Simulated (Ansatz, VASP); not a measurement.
## WAu2: VASP beside Ansatz

```xyz
3
Lattice="0.0000 3.1234 3.1234 3.1234 0.0000 3.1234 3.1234 3.1234 0.0000" Properties=species:S:1:pos:R:3 pbc="T T T"
W     0.0000    0.0000    0.0000
Au    1.5617    1.5617    1.5617
Au    4.6851    4.6851    4.6851
```

Alike in both runs: functional PBE; k mesh 6 × 6 × 6; occupations gaussian, width 0.1 eV; no spin polarisation.

Ansatz relaxed the structure, and its values are those at the end. VASP's run is a single point on that final structure, the one shown.

|  | VASP | Ansatz |
| --- | --- | --- |
| version | VASP 6.6.1 | Ansatz 0.2.0 |
| potentials or method | VASP PAW PBE potentials, release 64 (W_sv, Au), cutoff 520 eV | scalar-relativistic, plane waves, PAW |
| valence electrons in the cell | 36 | 52 |

Ansatz gave:

* gap on the k mesh at the Fermi level (eV): none
* pressure (GPa): 0.0

Problem. What did VASP give for the same quantities?

Solution. gap on the k mesh at the Fermi level (eV): none; pressure (GPa): -0.1.

A gap of «none» marks a metal or a gap that the smearing closes. The functional is the same, so the differences come from potentials, cutoffs and numerics. VASP's potentials hold 36 valence electrons a cell and Ansatz's 52, so a difference there can come from the potentials and not from the codes.

Spin-orbit coupling is off throughout.
